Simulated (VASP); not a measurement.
Runs of VASP 6.6.1 on ZnCu. The structure is that of space group Pm-3m (No. 221), or close to it. The cells are those of the table. 

```tsv
cell	gap on the mesh (eV)	pressure (GPa)
a = 2.945 Å, 2 atoms	none	-4.1
a = 3.002 Å, 2 atoms	none	(b)
a = 2.879 Å, 2 atoms	none	(c)
a = 2.937 Å, 2 atoms	none	(a)
a = 2.908 Å, 2 atoms	none	0.7
a = 2.787 Å, 2 atoms	none	25.1
a = 2.965 Å, 2 atoms	none	-6.3
a = 2.849 Å, 2 atoms	none	10.7
a = 2.818 Å, 2 atoms	none	17.5
```

Alike in all rows: task single point; level PBEsol; potentials or basis VASP PAW PBE potentials, release 64 (Zn, Cu); no spin polarisation; k mesh 14 × 14 × 14; cutoff (eV) 520; smearing gaussian 0.1 eV.

**Question.** Fill in the values left out.

**Answer.** (a) -3.1; (b) -9.8; (c) 5.4.

Caveats: the PAW data sets were made with another functional, which shifts forces and pressure a little; the cell stands under tension (at least some runs); the cell stands under pressure (at least some runs).

A gap of «none» marks levels without a gap at the run's occupations.
